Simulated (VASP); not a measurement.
A run of VASP 6.6.1:

File POSCAR:

```
ZnWO4
1.0
    4.6743806129      0.0000000000      0.0022210838
    0.0000000000      5.7236821793      0.0000000000
   -0.0503817740      0.0000000000      4.9134376524
Zn W O
2 2 8
Direct
    0.5000000000      0.6795048682      0.2500000000
    0.5000000000      0.3204951318      0.7500000000
    0.0000000000      0.1831141352      0.2500000000
    0.0000000000      0.8168858648      0.7500000000
    0.2167439119      0.1059808364      0.9365548727
    0.7832560881      0.1059808364      0.5634451273
    0.7832560881      0.8940191636      0.0634451273
    0.2167439119      0.8940191636      0.4365548727
    0.2561899001      0.3761111602      0.4028734639
    0.7438100999      0.3761111602      0.0971265361
    0.7438100999      0.6238888398      0.5971265361
    0.2561899001      0.6238888398      0.9028734639
```

The input INCAR.step1:

```
  ALGO = Normal
  EDIFF = 1E-4
  ENCUT = 520
  GGA = PE
  ISMEAR = -1
  LASPH = T
  LCHARG = F
  LREAL = F
  LWAVE = T
  NBANDS = 62
  NELM = 80
  PREC = Accurate
  SIGMA = 0.02
```

The input INCAR.step2:

```
  ALGO = Normal
  EDIFF = 1E-6
  ENCUT = 520
  ISIF = 2
  ISMEAR = -1
  ISTART = 1
  LASPH = T
  LCHARG = F
  LMIXTAU = T
  LREAL = F
  LWAVE = F
  METAGGA = R2SCAN
  NBANDS = 62
  NELM = 80
  PREC = Accurate
  SIGMA = 0.02
```

File KPOINTS:

```
k-points
0
Gamma
  4 4 4
```

Potentials or basis: VASP PAW PBE potentials, release 64 (Zn, W_sv, O).

The run is started by

```sh
$ cat potpaw_PBE.64/Zn/POTCAR potpaw_PBE.64/W_sv/POTCAR potpaw_PBE.64/O/POTCAR > POTCAR
$ cp INCAR.step1 INCAR
$ mpirun -np 1 vasp_std > vasp.out
$ cp INCAR.step2 INCAR
$ mpirun -np 1 vasp_std > vasp.out
```

Hardware: 1 thread of AMD EPYC 7R13 (shared host).

Question: How long does it take, and how much memory?

Answer: It took 41 min on 1 thread of AMD EPYC 7R13, with other jobs on the host, peak memory 0.37 GiB. Counts: k points 30.
